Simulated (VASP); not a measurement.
# HF in VASP: further runs

The runs below take HF through single point, with PBE+D3(BJ).

All numbers are computed with VASP 6.6.1; they aren't measurements. Logs are shortened: lines on timing, memory, paths and dates and some standing lists are left out, and cuts for length are marked.

### Step 1. The cell of the first run

The cell holds a disordered packing, 16 atoms: a = 6.256 Å, b = 6.256 Å, c = 6.256 Å, α = 90.00°, β = 90.00°, γ = 90.00°.

### Step 2. Single point, PBE+D3(BJ)

Contents of INCAR:

```
SYSTEM = HF
  PREC = Accurate
  ENCUT = 520
  EDIFF = 1E-6
  ISMEAR = -1
  SIGMA = 0.02
  LREAL = Auto
  LASPH = .True.
  NELM = 60
  ALGO = Normal
  ISIF = 2
  LWAVE = .False.
  LCHARG = .False.
  GGA = PE
  IVDW = 12
  NBANDS = 46
```

Contents of KPOINTS:

```
Automatic mesh
0
Gamma
  1 1 1
  0 0 0
```

Contents of POSCAR:

```
HF
1.0
    6.2556220000      0.0000000000      0.0000000000
    0.0000000000      6.2556220000      0.0000000000
    0.0000000000      0.0000000000      6.2556220000
F H
8 8
Direct
    0.6599343758      0.5443583388      0.2389370713
   -0.0786652390      0.2081487660      0.1752823300
    0.4597304633     -0.1159437063      0.2599261912
    0.2906345684      0.4486524282      0.4185515046
    0.1422400522      0.2195465135      0.6661527822
    0.5028596677      0.8429377606      0.8024621692
    0.4145071425      0.2243581853      0.9808137384
    0.8408756156      0.9496897351      0.6446041657
    0.6101391676      0.6920814589      0.2458428594
   -0.1869358475      0.3133501353      0.1625098192
    0.4472616792     -0.0314916726      0.1413608431
    0.4361356872      0.4533042438      0.3668060506
    0.2237187605      0.2791888640      0.5492659243
    0.6391690547      0.8884807938      0.7364895130
    0.2905386547      0.2025058419      0.8936121780
    0.9398425928      1.0703491995      0.6536040701
```

Potentials or basis: VASP PAW PBE potentials, release 64 (F, H).

The run is started by

```bash
$ cat potpaw_PBE.64/F/POTCAR potpaw_PBE.64/H/POTCAR > POTCAR
$ mpirun -np 1 vasp_gam > vasp.out
```

OUTCAR:

```text
SYSTEM = HF
   PREC = Accurate
   ENCUT = 520
   EDIFF = 1E-6
   ISMEAR = -1
   LREAL = Auto
   LASPH = .True.
   NELM = 60
   ISIF = 2
   GGA = PE
   IVDW = 12
 IVDW          = 12

 ion  position               nearest neighbor table
   1  0.660  0.544  0.239-   9 0.98
   2  0.921  0.208  0.175-  10 0.95
   3  0.460  0.884  0.260-  11 0.91
   4  0.291  0.449  0.419-  12 0.97
   5  0.142  0.220  0.666-  13 0.97
   6  0.503  0.843  0.802-  14 0.99
[... 8 lines left out ...]
  15  0.291  0.203  0.894-   7 0.96
  16  0.940  0.070  0.654-   8 0.98

  LATTYP: Found a simple cubic cell.
 ALAT       =     6.2556220000

  Lattice vectors:

 A1 = (   6.2556220000,   0.0000000000,   0.0000000000)
 A2 = (   0.0000000000,   6.2556220000,   0.0000000000)
 A3 = (   0.0000000000,   0.0000000000,   6.2556220000)

Analysis of symmetry for initial positions (statically):
=====================================================================
 Subroutine PRICEL returns:
 Original cell was already a primitive cell.

 Routine SETGRP: Setting up the symmetry group for a
 simple cubic supercell.

 Subroutine GETGRP returns: Found  1 space group operations
 (whereof  1 operations were pure point group operations)
 out of a pool of 48 trial point group operations.

The static configuration has the point symmetry C_1 .

Analysis of symmetry for dynamics (positions and initial velocities):
=====================================================================
 Subroutine PRICEL returns:
 Original cell was already a primitive cell.

 Routine SETGRP: Setting up the symmetry group for a
 simple cubic supercell.

 Subroutine GETGRP returns: Found  1 space group operations
 (whereof  1 operations were pure point group operations)
 out of a pool of 48 trial point group operations.

The dynamic configuration has the point symmetry C_1 .

 Subroutine INISYM returns: Found  1 space group operations
 (whereof  1 operations are pure point group operations),
 and found     1 'primitive' translations

----------------------------------------------------------------------------------------

                                     Primitive cell

  volume of cell :     244.8000

  direct lattice vectors                    reciprocal lattice vectors
     6.255622000  0.000000000  0.000000000     0.159856206  0.000000000  0.000000000
[... 94 lines left out ...]
   IBRION =     -1    ionic relax: 0-MD 1-quasi-New 2-CG
   NFREE  =      0    steps in history (QN), initial steepest desc. (CG)
   ISIF   =      2    stress and relaxation
   ISYM   =      2    0-nonsym 1-usesym 2-fastsym
   POTIM  = 0.5000    time-step for ionic-motion
   TEBEG  =    0.0;   TEEND  =   0.0 temperature during run
   PSTRESS=    0.0 pullay stress
   NELECT =      64.0000    total number of electrons
   NUPDOWN=      -1.0000    fix difference up-down
   EMIN   =  10.00;   EMAX   =-10.00  energy-range for DOS
   EFERMI =   0.00;   METHOD = LEGACY
   ISMEAR =    -1;   SIGMA  =   0.02  broadening in eV -4-tet -1-fermi 0-gaus
   EFERMI_NEDOS =   21; number of points for ismear=-14 and -15
   IALGO  =     38    algorithm
   IMIX   =      4    mixing-type and parameters
     AMIX     =   0.40;   BMIX     =  1.00
     AMIX_MAG =   1.60;   BMIX_MAG =  1.00
  volume/ion in A,a.u.               =      15.30       103.25
  Fermi-wavevector in a.u.,A,eV,Ry     =   1.046801  1.978168 14.909173  1.095793
  Thomas-Fermi vector in A             =   2.181655
   LORBIT       =      0    0 simple, 1 ext, 2 COOP (PROOUT), +10 PAW based schemes
   GGA     = PE    functional components
   LHFCALC =     F    Hartree Fock is set to
   AEXX    =    0.0000 exact exchange contribution
   IVDW    =    12    specifies the selected vdW correction
   LEPSILON=     F    determine dielectric tensor
   LRPA    =     F    only Hartree local field effects (RPA)
 non-spin polarized calculation
  energy-cutoff  :      520.00
  volume of cell :      244.80
 maximum number of plane-waves:      3310
 NGX is ok and might be reduce to    48
   NGX = 23   NGY = 23   NGZ = 23

 number of electron      63.9999999 magnetization

 Free energy of the ion-electron system (eV)
  ---------------------------------------------------
  ext. energy  EPLUGINS =         0.00000000
  ---------------------------------------------------
  free energy    TOTEN  =       -65.48852526 eV

  energy without entropy =      -65.48852526  energy(sigma->0) =      -65.48852526

 E-fermi :  -5.5602     XC(G=0):  -5.8890

 val. band max:       -6.0566439104   @ k =   0.0000   0.0000   0.0000
 cond. band min:       0.2375238129   @ k =   0.0000   0.0000   0.0000
 fundamental gap:      6.2941677233
 Fermi energy:        -5.5601994892

 k-point     1 :       0.0000    0.0000    0.0000
  band No.  band energies     occupation
      1     -29.0386      2.00000
      2     -28.8172      2.00000
      3     -28.3396      2.00000
      4     -28.0866      2.00000
      5     -27.8659      2.00000
      6     -27.4837      2.00000
[... 36 lines left out ...]
     43       6.9363      0.00000
     44       7.0422      0.00000
 [bands above 44 left out]

------------------------ aborting loop because EDIFF is reached ----------------------------------------

 Edisp (eV)   -0.33023

 E8    (eV) :    -0.0660

  FORCE on cell =-STRESS in cart. coord.  units (eV):
  Direction    XX          YY          ZZ          XY          YZ          ZX
  --------------------------------------------------------------------------------------
  -------------------------------------------------------------------------------------
  Total      -0.82240     0.75432     1.96676     0.26559    -1.61948    -0.45972
  in kB      -5.38247     4.93687    12.87214     1.73824   -10.59924    -3.00876
  external pressure =        4.14 kB  Pullay stress =        0.00 kB

 VOLUME and BASIS-vectors are now :
 -----------------------------------------------------------------------------
  energy-cutoff  :      520.00
  volume of cell :      244.80
      direct lattice vectors                 reciprocal lattice vectors
     6.255622000  0.000000000  0.000000000     0.159856206  0.000000000  0.000000000
     0.000000000  6.255622000  0.000000000     0.000000000  0.159856206  0.000000000
     0.000000000  0.000000000  6.255622000     0.000000000  0.000000000  0.159856206

 POSITION                                       TOTAL-FORCE (eV/Angst)
 -----------------------------------------------------------------------------------
      4.12830      3.40530      1.49470        -0.204688     -0.211122      0.407048
      5.76352      1.30210      1.09650        -0.123366     -0.057493     -0.088781
      2.87590      5.53032      1.62600         0.281091     -1.275593      2.069291
      1.81810      2.80660      2.61830         0.509090      0.073446     -0.334855
      0.88980      1.37340      4.16720        -0.787651     -0.976236      1.244143
      3.14570      5.27310      5.01990         0.574303     -0.028509     -0.297508
[... 8 lines left out ...]
      1.81750      1.26680      5.59010         0.200123      0.137193     -0.121548
      5.87930      0.44008      4.08870        -0.134317     -0.381834     -0.068541
 -----------------------------------------------------------------------------------
    total drift:                                0.001164      0.006818     -0.001192

  FREE ENERGIE OF THE ION-ELECTRON SYSTEM (eV)
  ---------------------------------------------------
  free  energy   TOTEN  =       -65.8187597151 eV

  energy  without entropy=      -65.8187597151  energy(sigma->0) =      -65.81875972
```

OSZICAR:

```text
N       E                     dE             d eps       ncg     rms          rms(c)
DAV:   1     0.554055170007E+03    0.55406E+03   -0.38026E+04   100   0.130E+03
DAV:   2    -0.282548176247E+02   -0.58231E+03   -0.54818E+03   114   0.327E+02
DAV:   3    -0.692125035308E+02   -0.40958E+02   -0.40776E+02   120   0.920E+01
DAV:   4    -0.697323077560E+02   -0.51980E+00   -0.51935E+00   104   0.119E+01
DAV:   5    -0.697371421783E+02   -0.48344E-02   -0.48339E-02   114   0.114E+00    0.139E+01
DAV:   6    -0.655116326011E+02    0.42255E+01   -0.14074E+01   120   0.195E+01    0.554E+00
DAV:   7    -0.654896464188E+02    0.21986E-01   -0.70966E-01   104   0.383E+00    0.337E+00
DAV:   8    -0.654915481205E+02   -0.19017E-02   -0.12957E-01   112   0.248E+00    0.493E-01
DAV:   9    -0.654882956804E+02    0.32524E-02   -0.22440E-02   120   0.828E-01    0.212E-01
DAV:  10    -0.654887841701E+02   -0.48849E-03   -0.41496E-03   104   0.386E-01    0.119E-01
DAV:  11    -0.654886194174E+02    0.16475E-03   -0.57278E-04   104   0.173E-01    0.387E-02
DAV:  12    -0.654885475696E+02    0.71848E-04   -0.19233E-04   112   0.934E-02    0.183E-02
DAV:  13    -0.654885311853E+02    0.16384E-04   -0.19115E-05   104   0.380E-02    0.697E-03
DAV:  14    -0.654885256479E+02    0.55374E-05   -0.62708E-06    98   0.182E-02    0.466E-03
DAV:  15    -0.654885252566E+02    0.39129E-06   -0.41784E-06   104   0.179E-02
   1 F= -.65818760E+02 E0= -.65818760E+02  d E =-.171589E-10
```

stdout:

```text
POSCAR found type information on POSCAR F H
 POSCAR found :  2 types and      16 ions
 scaLAPACK will be used
 LDA part: xc-table for (Slater+PW92), standard interpolation
 POSCAR, INCAR and KPOINTS ok, starting setup
 FFT: planning ... GRIDC
 FFT: planning ... GRID_SOFT
 FFT: planning ... GRID
 WAVECAR not read
 entering main loop
```

Wall time 46 s (1 thread of Intel Xeon 8259CL, shared host); peak memory 0.3 GiB.

What came out:

* Free energy: -65.8188 eV
* Pressure: 0.4 GPa
* Largest force: 2.731 eV/Å
* Dispersion energy per atom: -0.021 eV

Forces on the atoms (eV/Å):
```
F   -0.205 -0.211  0.407
F   -0.123 -0.057 -0.089
F    0.281 -1.276  2.069
F    0.509  0.073 -0.335
F   -0.788 -0.976  1.244
F    0.574 -0.029 -0.298
F   -0.128 -0.159  0.359
F    0.623  0.369 -0.320
H   -0.124  0.188 -0.297
H    0.205  0.074  0.033
H   -0.148  1.522 -2.263
H   -0.024  0.145 -0.235
H    0.202  0.733 -0.681
H   -0.922 -0.153  0.595
H    0.200  0.137 -0.122
H   -0.134 -0.382 -0.069
```

Stress tensor (GPa, compression positive):
```
-0.54  0.17 -0.30
 0.17  0.49 -1.06
-0.30 -1.06  1.29
```

Caveat: the k points lie up to 1.00 Å⁻¹ apart.

### Step 3. Single point, PBE+D3(BJ)

Contents of INCAR:

```
SYSTEM = HF
PREC = Accurate ; ENCUT = 520
EDIFF = 1E-7 ; ISMEAR = -1
SIGMA = 0.02 ; LREAL = Auto
LASPH = .TRUE. ; NELM = 60
ALGO = Normal ; ISIF = 2
LWAVE = .FALSE. ; LCHARG = .TRUE.
GGA = PE ; IVDW = 12
LELF = .TRUE. ; LVHAR = .TRUE.
NBANDS = 46
```

Contents of KPOINTS:

```
Automatic mesh
0
G
  1 1 1
  0 0 0
```

Contents of POSCAR:

```
HF
1.0
    6.2556220000      0.0000000000      0.0000000000
    0.0000000000      6.2556220000      0.0000000000
    0.0000000000      0.0000000000      6.2556220000
F H
8 8
Direct
    0.6579361733      0.5711022821      0.2978440833
   -0.1265421728      0.2089320614      0.1882786396
    0.4370948245     -0.0998781576      0.2212729605
    0.3071477145      0.4463025419      0.3849177588
    0.1727566020      0.2038806053      0.6337019724
    0.5246001117      0.8080411508      0.8272398812
    0.4135639909      0.2173404979      0.9736042235
    0.8532005291      0.9513682253      0.6258210614
    0.6166932721      0.7211752884      0.2604377311
   -0.1560835997      0.3556640731      0.1838186514
    0.4204697790     -0.0010550510      0.1135298776
    0.4568370659      0.4732223271      0.3718575067
    0.2184115345      0.3222381403      0.5365253847
    0.6537639263      0.8623602897      0.7770290468
    0.3158918490      0.2009712224      0.8546712062
    0.9669062485      1.0526371318      0.6191071008
```

Potentials or basis: VASP PAW PBE potentials, release 64 (F, H).

The run is started by

```bash
$ cat potpaw_PBE.64/F/POTCAR potpaw_PBE.64/H/POTCAR > POTCAR
$ mpirun -np 1 vasp_gam > vasp.out
```

It took 53 s on 1 thread of Intel Xeon 8259CL, shared host; peak memory 0.29 GiB.

Results (log left out):

| Item | Value |
| --- | --- |
| Free energy | -65.9400 eV |
| Pressure | 1.0 GPa |
| Largest force | 2.918 eV/Å |
| Dispersion energy per atom | -0.021 eV |

Forces on the atoms (eV/Å):
```
F    0.203  1.006 -0.160
F    0.225 -0.375 -0.023
F    0.305 -1.770  2.299
F   -1.418 -0.045  0.074
F   -0.231 -0.234  0.703
F   -0.930 -0.645  0.256
F   -0.323 -0.079 -0.204
F   -0.295 -0.354 -0.083
H   -0.201 -0.657  0.008
H   -0.206  0.365  0.019
H    0.036  1.677 -1.831
H    1.043  0.362 -0.261
H    0.290 -0.158 -0.314
H    1.026  0.538 -0.553
H    0.187  0.104  0.059
H    0.289  0.265  0.011
```

Stress tensor (GPa, compression positive):
```
 1.19  0.87 -0.85
 0.87  0.54 -1.06
-0.85 -1.06  1.25
```

Levels at points of the mesh, in eV from the Fermi level:
| k point | band 28 | band 29 | band 30 | band 31 | band 32 | band 33 | band 34 | band 35 | band 36 | band 37 |
| --- | --- | --- | --- | --- | --- | --- | --- | --- | --- | --- |
| (0.00, 0.00, 0.00) | -1.24 | -0.85 | -0.83 | -0.59 | -0.49 | 6.29 | 9.57 | 10.10 | 10.22 | 10.58 |

Caveat: the k points lie up to 1.00 Å⁻¹ apart.
